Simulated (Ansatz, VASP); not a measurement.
# AlNi in VASP and in Ansatz

```
Al Ni
1.0
     0.00000   -2.86182    0.00000
     0.00000    0.00000   -2.86182
     8.88547   -0.47697   -0.47697
Al Ni
3 3
Direct
  0.98658 0.98658 0.08052
  0.93290 0.93290 0.40260
  0.87922 0.87922 0.72468
  0.35238 0.35238 0.88572
  0.45974 0.45974 0.24156
  0.40606 0.40606 0.56364
```

Alike in both runs: task single point; functional PBEsol; k mesh 15 × 15 × 5; occupations gaussian, width 0.15 eV; no spin polarisation.

|  | VASP | Ansatz |
| --- | --- | --- |
| version | VASP 6.6.1 | Ansatz 0.2.0 |
| potentials or method | VASP PAW PBE potentials, release 64 (Al, Ni), cutoff 520 eV | scalar-relativistic, plane waves, PAW |
| valence electrons in the cell | 39 | 63 |

Ansatz gave:

- gap on the k mesh at the Fermi level (eV): none
- pressure (GPa): -1.3
- traceless stress, the component that is largest in VASP (GPa): 4.73
- rms of the force components (eV/Å): 0.477

Task: Estimate VASP's values.

Result: gap on the k mesh at the Fermi level (eV): none; pressure (GPa): -1.1; traceless stress, the component that is largest in VASP (GPa): 4.75; rms of the force components (eV/Å): 0.480.

VASP's potentials were made for PBE, not for PBEsol, and Ansatz warns of the same on its side. Atom by atom the forces differ by 0.004 eV/Å (rms over components). A gap of «none» marks a metal or a gap that the smearing closes. VASP's potentials hold 39 valence electrons a cell and Ansatz's 63, so a difference there can come from the potentials and not from the codes.
